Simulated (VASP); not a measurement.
# Ir (I4/mmm) in VASP: notebook, part 2 of 2

VASP 6.6.1. The steps go on from the part before.

## Step 3: Single point, PBE (strain +0.0750 x Voigt [0, 0, 1, 0, 0, 0])

INCAR reads:

```
SYSTEM = Ir
  PREC = Accurate
  ENCUT = 520
  EDIFF = 1E-7
  ISMEAR = 0
  SIGMA = 0.15
  LREAL = .FALSE.
  LASPH = .TRUE.
  NELM = 80
  ALGO = Fast
  ISIF = 2
  LWAVE = .FALSE.
  LCHARG = .FALSE.
  GGA = PE
  NBANDS = 10
```

KPOINTS reads:

```
regular mesh
0
G
  22 22 22
  0 0 0
```

POSCAR reads:

```
Ir
1.0
    0.0000000000      1.9197000000      2.0636775000
    1.9197000000      0.0000000000      2.0636775000
    1.9197000000      1.9197000000      0.0000000000
Ir
1
Direct
    0.0000000000      0.0000000000      0.0000000000
```

Potentials or basis: VASP PAW PBE potentials, release 64 (Ir).

Run with:

```
> cat potpaw_PBE.64/Ir/POTCAR > POTCAR
> mpirun -np 1 vasp_std > vasp.out
```

OUTCAR:

```text
SYSTEM = Ir
   PREC = Accurate
   ENCUT = 520
   EDIFF = 1E-7
   ISMEAR = 0
   LREAL = .FALSE.
   LASPH = .TRUE.
   NELM = 80
   ISIF = 2
   GGA = PE

 ion  position               nearest neighbor table
   1  0.000  0.000  0.000-

  LATTYP: Found a body centered tetragonal cell.
 ALAT       =     2.7148657757
 C/A-ratio  =     1.5202795796

  Lattice vectors:

 A1 = (  -1.9197000000,   0.0000000000,   2.0636775000)
 A2 = (   1.9197000000,   0.0000000000,   2.0636775000)
 A3 = (   0.0000000000,   1.9197000000,  -2.0636775000)

Analysis of symmetry for initial positions (statically):
=====================================================================
 Subroutine PRICEL returns:
 Original cell was already a primitive cell.

 Routine SETGRP: Setting up the symmetry group for a
 body centered tetragonal supercell.

 Subroutine GETGRP returns: Found 16 space group operations
 (whereof 16 operations were pure point group operations)
 out of a pool of 16 trial point group operations.

The static configuration has the point symmetry D_4h.

Analysis of symmetry for dynamics (positions and initial velocities):
=====================================================================
 Subroutine PRICEL returns:
 Original cell was already a primitive cell.

 Routine SETGRP: Setting up the symmetry group for a
 body centered tetragonal supercell.

 Subroutine GETGRP returns: Found 16 space group operations
 (whereof 16 operations were pure point group operations)
 out of a pool of 16 trial point group operations.

The dynamic configuration has the point symmetry D_4h.

 Subroutine INISYM returns: Found 16 space group operations
 (whereof 16 operations are pure point group operations),
 and found     1 'primitive' translations

----------------------------------------------------------------------------------------

                                     Primitive cell

  volume of cell :      15.2103

  direct lattice vectors                    reciprocal lattice vectors
     0.000000000  1.919700000  2.063677500    -0.260457363  0.260457363  0.242285919
     1.919700000  0.000000000  2.063677500     0.260457363 -0.260457363  0.242285919
     1.919700000  1.919700000  0.000000000     0.260457363  0.260457363 -0.242285919

  length of vectors
     2.818512536  2.818512536  2.714865776     0.440883820  0.440883820  0.440883820

  position of ions in fractional coordinates (direct lattice)
     0.000000000  0.000000000  0.000000000

  ion indices of the primitive-cell ions
   primitive index   ion index
                 1           1

----------------------------------------------------------------------------------------

 KPOINTS: regular mesh

Automatic generation of k-mesh.
 Grid dimensions read from file:
 generate k-points for:   22   22   22

 Generating k-lattice:

  Cartesian coordinates                     Fractional coordinates (reciprocal lattice)
    -0.011838971  0.011838971  0.011012996     0.045454545  0.000000000  0.000000000
     0.011838971 -0.011838971  0.011012996     0.000000000  0.045454545  0.000000000
     0.011838971  0.011838971 -0.011012996    -0.000000000 -0.000000000  0.045454545

  Length of vectors
     0.020040174  0.020040174  0.020040174

  Shift w.r.t. Gamma in fractional coordinates (k-lattice)
     0.000000000  0.000000000  0.000000000

 Subroutine IBZKPT returns following result:
 ===========================================

 Found    834 irreducible k-points:

 Following reciprocal coordinates:
            Coordinates               Weight
  0.000000  0.000000  0.000000      1.000000
  0.045455  0.000000  0.000000      8.000000
  0.090909  0.000000  0.000000      8.000000
  0.136364  0.000000  0.000000      8.000000
  0.181818  0.000000  0.000000      8.000000
  0.227273  0.000000  0.000000      8.000000
[... 16 lines left out ...]
  0.500000  0.045455  0.000000      8.000000
 -0.454545  0.045455  0.000000      8.000000
 [... further k-points ...]
   k-points           NKPTS =    834   k-points in BZ     NKDIM =    834   number of bands    NBANDS=     10
   number of dos      NEDOS =    301   number of ions     NIONS =      1
   total plane-waves  NPLWV =  11520
   dimension x,y,z NGX =    24 NGY =   24 NGZ =   20
   dimension x,y,z NGXF=    48 NGYF=   48 NGZF=   40
   ions per type =               1
   NGX,Y,Z   is equivalent  to a cutoff of  14.16, 14.16, 12.25 a.u.
   NGXF,Y,Z  is equivalent  to a cutoff of  28.31, 28.31, 24.49 a.u.
 SYSTEM =  Ir
   PREC   = accura    normal or accurate (medium, high low for compatibility)
   ISTART =      0    job   : 0-new  1-cont  2-samecut
   ICHARG =      2    charge: 1-file 2-atom 10-const
   ISPIN  =      1    spin polarized calculation?
   LNONCOLLINEAR =      F non collinear calculations
   LSORBIT =      F    spin-orbit coupling
   LASPH  =      T    aspherical Exc in radial PAW
   ENCUT  =  520.0 eV  38.22 Ry    6.18 a.u.   5.24  5.24  5.05*2*pi/ulx,y,z
   NELM   =     80;   NELMIN=  2; NELMDL= -5     # of ELM steps
   EDIFF  = 0.1E-06   stopping-criterion for ELM
   LREAL  =      F    real-space projection
   EDIFFG = 0.1E-05   stopping-criterion for IOM
   NSW    =      0    number of steps for IOM
   IBRION =     -1    ionic relax: 0-MD 1-quasi-New 2-CG
   NFREE  =      0    steps in history (QN), initial steepest desc. (CG)
   ISIF   =      2    stress and relaxation
   ISYM   =      2    0-nonsym 1-usesym 2-fastsym
   POTIM  = 0.5000    time-step for ionic-motion
   TEBEG  =    0.0;   TEEND  =   0.0 temperature during run
   PSTRESS=    0.0 pullay stress
   NELECT =       9.0000    total number of electrons
   NUPDOWN=      -1.0000    fix difference up-down
   EMIN   =  10.00;   EMAX   =-10.00  energy-range for DOS
   EFERMI =   0.00;   METHOD = LEGACY
   ISMEAR =     0;   SIGMA  =   0.15  broadening in eV -4-tet -1-fermi 0-gaus
   EFERMI_NEDOS =   21; number of points for ismear=-14 and -15
   IALGO  =     68    algorithm
   IMIX   =      4    mixing-type and parameters
     AMIX     =   0.40;   BMIX     =  1.00
     AMIX_MAG =   1.60;   BMIX_MAG =  1.00
  volume/ion in A,a.u.               =      15.21       102.64
  Fermi-wavevector in a.u.,A,eV,Ry     =   1.374388  2.597217 25.700636  1.888943
  Thomas-Fermi vector in A             =   2.499819
   LORBIT       =      0    0 simple, 1 ext, 2 COOP (PROOUT), +10 PAW based schemes
   GGA     = PE    functional components
   LHFCALC =     F    Hartree Fock is set to
   AEXX    =    0.0000 exact exchange contribution
   IVDW    =     0    specifies the selected vdW correction
   LEPSILON=     F    determine dielectric tensor
   LRPA    =     F    only Hartree local field effects (RPA)
 non-spin polarized calculation
 RMM-DIIS sequential band-by-band and
 Gauss-broadening in eV      SIGMA  =   0.15
  energy-cutoff  :      520.00
  volume of cell :       15.21
 maximum number of plane-waves:       421
 NGX is ok and might be reduce to    24
   NGX = 11   NGY = 11   NGZ = 11

 number of electron       9.0000000 magnetization

 Free energy of the ion-electron system (eV)
  ---------------------------------------------------
  ext. energy  EPLUGINS =         0.00000000
  ---------------------------------------------------
  free energy    TOTEN  =        -8.76991191 eV

  energy without entropy =       -8.75679699  energy(sigma->0) =       -8.76335445

 E-fermi :   9.1557     XC(G=0): -13.5574

 val. band max:        9.1526232461   @ k =   0.4545   0.0909   0.2727
 cond. band min:       9.1570274797   @ k =  -0.4091   0.4545   0.0909
 fundamental gap:      0.0044042335
 Fermi energy:         9.1557070167

 k-point     1 :       0.0000    0.0000    0.0000
  band No.  band energies     occupation
      1      -1.1609      2.00000
      2       5.1466      2.00000
      3       6.0498      2.00000
      4       6.0498      2.00000
      5       7.4953      2.00000
      6       8.6647      2.00000
      7      23.7250      0.00000
      8      27.5234      0.00000
      9      29.4804      0.00000
     10      29.4804      0.00000

 k-point     2 :       0.0455    0.0000    0.0000
  band No.  band energies     occupation
      1      -1.0751      2.00000
      2       5.1656      2.00000
      3       6.0214      2.00000
      4       6.0859      2.00000
      5       7.4842      2.00000
      6       8.6318      2.00000
      7      23.8670      0.00000
      8      27.4962      0.00000
      9      29.1019      0.00000
     10      29.6195      0.00000
[... 274 lines left out ...]
 k-point    24 :      -0.4545    0.0455    0.0000
  band No.  band energies     occupation
      1       1.9100      2.00000
      2       5.1755      2.00000
      3       6.1433      2.00000
      4       8.1336      2.00000
      5       9.6648      0.00000
      6      10.6089      0.00000
      7      15.9412      0.00000
      8      23.1430      0.00000
      9      27.6593      0.00000
     10      29.2292      0.00000

 [... further k-points ...]
[... 5 lines left out ...]
  --------------------------------------------------------------------------------------
  -------------------------------------------------------------------------------------
  Total       -0.5513370     -0.5513370     -2.6680906      0.0000000     -0.0000000      0.0000000
  in kB      -58.0749941    -58.0749941   -281.0428839      0.0000000     -0.0000000      0.0000000
  external PRESSURE =    -132.3976240 kB  Pullay stress =       0.0000000 kB

 VOLUME and BASIS-vectors are now :
 -----------------------------------------------------------------------------
  energy-cutoff  :      520.00
  volume of cell :       15.21
      direct lattice vectors                 reciprocal lattice vectors
     0.000000000  1.919700000  2.063677500    -0.260457363  0.260457363  0.242285919
     1.919700000  0.000000000  2.063677500     0.260457363 -0.260457363  0.242285919
     1.919700000  1.919700000  0.000000000     0.260457363  0.260457363 -0.242285919

 POSITION                                       TOTAL-FORCE (eV/Angst)
 -----------------------------------------------------------------------------------
      0.00000      0.00000      0.00000         0.000000      0.000000     -0.000000
 -----------------------------------------------------------------------------------
    total drift:                               -0.000000      0.000000      0.000000

  FREE ENERGIE OF THE ION-ELECTRON SYSTEM (eV)
  ---------------------------------------------------
  free  energy   TOTEN  =        -8.7699119068 eV

  energy  without entropy=       -8.7567969876  energy(sigma->0) =       -8.76335445
```

It took 95 s on 1 thread of Intel Xeon 6975P-C, shared host; peak memory 0.26 GiB.

What came out:

- Free energy: -8.7699 eV
- Pressure: -13.2 GPa

Stress tensor (GPa, compression positive):
```
 -5.81   0.00   0.00
  0.00  -5.81   0.00
  0.00   0.00 -28.10
```

Caveat: the cell differs from its parent crystal (strain +0.0750 x Voigt [0, 0, 1, 0, 0, 0]); spin-orbit coupling is left out, which moves the levels of the heavy elements.

## Step 4: Single point, PBE (strain +0.0875 x Voigt [0, 0, 1, 0, 0, 0])

INCAR reads:

```
ALGO = Normal
EDIFF = 1E-6
ENCUT = 520
GGA = PE
ISIF = 2
ISMEAR = 0
LASPH = T
LCHARG = F
LREAL = F
LWAVE = F
NBANDS = 10
NELM = 60
PREC = Accurate
SIGMA = 0.15
```

KPOINTS reads:

```
k-points
0
Gamma
  22 22 22
```

POSCAR reads:

```
Ir
1.0
    0.0000000000      1.9197000000      2.0876737500
    1.9197000000      0.0000000000      2.0876737500
    1.9197000000      1.9197000000      0.0000000000
Ir
1
Direct
    0.0000000000      0.0000000000      0.0000000000
```

Potentials or basis: VASP PAW PBE potentials, release 64 (Ir).

Run with:

```
> cat potpaw_PBE.64/Ir/POTCAR > POTCAR
> mpirun -np 1 vasp_std > vasp.out
```

OUTCAR:

```text
EDIFF = 1E-6
   ENCUT = 520
   GGA = PE
   ISIF = 2
   ISMEAR = 0
   LASPH = T
   LREAL = F
   NELM = 60
   PREC = Accurate

 ion  position               nearest neighbor table
   1  0.000  0.000  0.000-

  LATTYP: Found a body centered tetragonal cell.
 ALAT       =     2.7148657757
 C/A-ratio  =     1.5379572491

  Lattice vectors:

 A1 = (  -1.9197000000,   0.0000000000,   2.0876737500)
 A2 = (   1.9197000000,   0.0000000000,   2.0876737500)
 A3 = (   0.0000000000,   1.9197000000,  -2.0876737500)

Analysis of symmetry for initial positions (statically):
=====================================================================
 Subroutine PRICEL returns:
 Original cell was already a primitive cell.

 Routine SETGRP: Setting up the symmetry group for a
 body centered tetragonal supercell.

 Subroutine GETGRP returns: Found 16 space group operations
 (whereof 16 operations were pure point group operations)
 out of a pool of 16 trial point group operations.

The static configuration has the point symmetry D_4h.

Analysis of symmetry for dynamics (positions and initial velocities):
=====================================================================
 Subroutine PRICEL returns:
 Original cell was already a primitive cell.

 Routine SETGRP: Setting up the symmetry group for a
 body centered tetragonal supercell.

 Subroutine GETGRP returns: Found 16 space group operations
 (whereof 16 operations were pure point group operations)
 out of a pool of 16 trial point group operations.

The dynamic configuration has the point symmetry D_4h.

 Subroutine INISYM returns: Found 16 space group operations
 (whereof 16 operations are pure point group operations),
 and found     1 'primitive' translations

----------------------------------------------------------------------------------------

                                     Primitive cell

  volume of cell :      15.3872

[... 105 lines left out ...]
     AMIX     =   0.40;   BMIX     =  1.00
     AMIX_MAG =   1.60;   BMIX_MAG =  1.00
  volume/ion in A,a.u.               =      15.39       103.84
  Fermi-wavevector in a.u.,A,eV,Ry     =   1.369102  2.587228 25.503317  1.874441
  Thomas-Fermi vector in A             =   2.495007
   LORBIT       =      0    0 simple, 1 ext, 2 COOP (PROOUT), +10 PAW based schemes
   GGA     = PE    functional components
   LHFCALC =     F    Hartree Fock is set to
   AEXX    =    0.0000 exact exchange contribution
   IVDW    =     0    specifies the selected vdW correction
   LEPSILON=     F    determine dielectric tensor
   LRPA    =     F    only Hartree local field effects (RPA)
 non-spin polarized calculation
 Gauss-broadening in eV      SIGMA  =   0.15
  energy-cutoff  :      520.00
  volume of cell :       15.39
 maximum number of plane-waves:       431
 NGX is ok and might be reduce to    24
   NGX = 11   NGY = 11   NGZ = 11

 number of electron       9.0000000 magnetization

 Free energy of the ion-electron system (eV)
  ---------------------------------------------------
  ext. energy  EPLUGINS =         0.00000000
  ---------------------------------------------------
  free energy    TOTEN  =        -8.73657641 eV

  energy without entropy =       -8.72333308  energy(sigma->0) =       -8.72995474

 E-fermi :   8.9682     XC(G=0): -13.4890

 val. band max:        8.9659394025   @ k =  -0.1818   0.2273   0.1818
 cond. band min:       8.9688474676   @ k =  -0.3636   0.2273   0.0000
 fundamental gap:      0.0029080651
 Fermi energy:         8.9682256460

 k-point     1 :       0.0000    0.0000    0.0000
  band No.  band energies     occupation
      1      -1.2271      2.00000
      2       4.9412      2.00000
      3       5.9810      2.00000
      4       5.9810      2.00000
      5       7.2335      2.00000
      6       8.5717      1.99981
      7      23.5831      0.00000
      8      27.1249      0.00000
      9      29.3343      0.00000
     10      29.3343      0.00000
[... 287 lines left out ...]
 k-point    24 :      -0.4545    0.0455    0.0000
  band No.  band energies     occupation
      1       1.8386      2.00000
      2       4.9998      2.00000
      3       6.0835      2.00000
      4       7.9867      2.00000
      5       9.4425      0.00001
      6      10.4264      0.00000
      7      15.6610      0.00000
      8      22.8959      0.00000
      9      27.3482      0.00000
     10      29.0640      0.00000

 [... further k-points ...]
[... 5 lines left out ...]
  --------------------------------------------------------------------------------------
  -------------------------------------------------------------------------------------
  Total       -0.7292344     -0.7292344     -3.1132749      0.0000000      0.0000000      0.0000000
  in kB      -75.9308661    -75.9308661   -324.1669185      0.0000000      0.0000000      0.0000000
  external PRESSURE =    -158.6762169 kB  Pullay stress =       0.0000000 kB

 VOLUME and BASIS-vectors are now :
 -----------------------------------------------------------------------------
  energy-cutoff  :      520.00
  volume of cell :       15.39
      direct lattice vectors                 reciprocal lattice vectors
     0.000000000  1.919700000  2.087673750    -0.260457363  0.260457363  0.239501024
     1.919700000  0.000000000  2.087673750     0.260457363 -0.260457363  0.239501024
     1.919700000  1.919700000  0.000000000     0.260457363  0.260457363 -0.239501024

 POSITION                                       TOTAL-FORCE (eV/Angst)
 -----------------------------------------------------------------------------------
      0.00000      0.00000      0.00000        -0.000000      0.000000      0.000000
 -----------------------------------------------------------------------------------
    total drift:                                0.000000      0.000000     -0.000000

  FREE ENERGIE OF THE ION-ELECTRON SYSTEM (eV)
  ---------------------------------------------------
  free  energy   TOTEN  =        -8.7365764051 eV

  energy  without entropy=       -8.7233330835  energy(sigma->0) =       -8.72995474
```

stdout:

```text
POSCAR found type information on POSCAR Ir
 POSCAR found :  1 types and       1 ions
 scaLAPACK will be used
 LDA part: xc-table for (Slater+PW92), standard interpolation
 POSCAR, INCAR and KPOINTS ok, starting setup
 FFT: planning ... GRIDC
 FFT: planning ... GRID_SOFT
 FFT: planning ... GRID
 WAVECAR not read
 entering main loop
```

Run time: 50 s. Hardware: 1 thread of Intel Xeon 6975P-C, shared host; peak memory 0.25 GiB.

What came out:

```yaml
Free_energy: -8.7366 eV
Pressure: -15.9 GPa
```

Caveat: the cell differs from its parent crystal (strain +0.0875 x Voigt [0, 0, 1, 0, 0, 0]); spin-orbit coupling is left out, which moves the levels of the heavy elements.

## Step 5: Overview

| cell | gap on the mesh (eV) | pressure (GPa) |
| --- | --- | --- |
| a = 2.784, b = 2.784, c = 2.715 Å, angles 60.8, 60.8, 58.4°, 1 atom | none | -6.9 |
| a = 2.819, b = 2.819, c = 2.715 Å, angles 61.2, 61.2, 57.6°, 1 atom | none | -13.2 |
| a = 2.836, b = 2.836, c = 2.715 Å, angles 61.4, 61.4, 57.2°, 1 atom | none | -15.9 |

Alike in all rows: task single point; level PBE; potentials or basis VASP PAW PBE potentials, release 64 (Ir); no spin polarisation; k mesh 22 × 22 × 22; cutoff (eV) 520; smearing gaussian 0.15 eV.

Caveats: spin-orbit coupling is left out, which moves the levels of the heavy elements.

Absolute energies hang on the potentials; compare differences alone.
